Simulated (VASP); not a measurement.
Set up this calculation in VASP 6.6.1, as the native input.

```yaml
Task: single point
Functional: PBE
Dispersion: D3(BJ)
Potentials_or_basis: VASP PAW PBE potentials, release 64 (Sn_d, O)
Cutoff: 520 eV
k_mesh: 6 × 6 × 4
Occupations: gaussian, width 0.1 eV
Spin: no spin polarisation
Dipole_correction: no
Further_INCAR_settings: ALGO = Normal; EDIFF = 1e-06; NBANDS = 20
```

The structure of SnO2 lies in POSCAR:

```
SnO2
1.0
    3.2145732177     -0.0000000031      0.0000000000
   -1.6072866062      2.7839020704      0.0000000000
    0.0000000000      0.0000000000      4.5988247932
Sn O
1 2
Direct
    0.0000000000      0.0000000000      0.5000000000
    0.3333333333      0.6666666667      0.7199820725
    0.6666666667      0.3333333333      0.2800179275
```

The input as run:

INCAR

```
SYSTEM = SnO2
PREC = Accurate
ENCUT = 520
EDIFF = 1E-6
ISMEAR = 0
SIGMA = 0.1
LREAL = .FALSE.
LASPH = .TRUE.
NELM = 60
ALGO = Normal
ISIF = 2
LWAVE = .FALSE.
LCHARG = .TRUE.
GGA = PE
IVDW = 12
LELF = .TRUE.
LVHAR = .TRUE.
NBANDS = 20
```

KPOINTS

```
Automatic mesh
0
G
  6 6 4
  0 0 0
```

Potentials or basis: VASP PAW PBE potentials, release 64 (Sn_d, O).

Command:

```console
$ cat potpaw_PBE.64/Sn_d/POTCAR potpaw_PBE.64/O/POTCAR > POTCAR
$ mpirun -np 1 vasp_std > vasp.out
```

Results of the run:

- Pressure: 0.7 GPa
- Largest force: 0.050 eV/Å
- Band gap on the k mesh: 1.87 eV, indirect (least direct gap 1.93 eV)
- Dispersion energy per atom: -0.188 eV

Caveat: spin-orbit coupling is left out, which moves the levels of the heavy elements.

It took 25 s on 1 thread of Intel Xeon 8259CL, with other jobs on the host, peak memory 0.17 GiB.
